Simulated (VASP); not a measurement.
A run of VASP 6.6.1 is set up as follows.

INCAR

```
PREC     = Accurate       # precision mode
ENCUT    = 520            # plane-wave cutoff, eV
EDIFF    = 1E-7           # SCF threshold, eV
ISMEAR   = 0              # smearing method
SIGMA    = 0.1            # smearing width, eV
LREAL    = False          # projectors in reciprocal space
LASPH    = True           # aspherical terms in the spheres
NELM     = 100            # most SCF steps
ALGO     = Normal         # electronic algorithm
ISIF     = 2              # what is computed and relaxed
LWAVE    = False          # write WAVECAR
LCHARG   = False          # write CHGCAR
GGA      = CA             # functional
NBANDS   = 16             # bands
```

File KPOINTS:

```
regular mesh
0
Gamma
  20 20 20
```

Contents of POSCAR:

```
InAs
1.0
    0.0000000000      2.8713197080      2.8713197080
    2.8713197080      0.0000000000      2.8713197080
    2.8713197080      2.8713197080      0.0000000000
In As
1 1
Direct
    0.0000000000      0.0000000000      0.0000000000
    0.5000000000      0.5000000000      0.5000000000
```

Potentials or basis: VASP PAW LDA potentials, release 64 (In_d, As).

The run is started by

```console
$ cat potpaw_LDA.64/In_d/POTCAR potpaw_LDA.64/As/POTCAR > POTCAR
$ mpirun -np 1 vasp_std > vasp.out
```

Problem. Predict the band gap on the k mesh.

Solution. Zero (band 9 reaches 6.22 eV, above the bottom of band 10 at 3.58 eV).

Problem. Predict the pressure.

Solution. -4.7 GPa.

Caveat: spin-orbit coupling is left out, which moves the levels of the heavy elements.
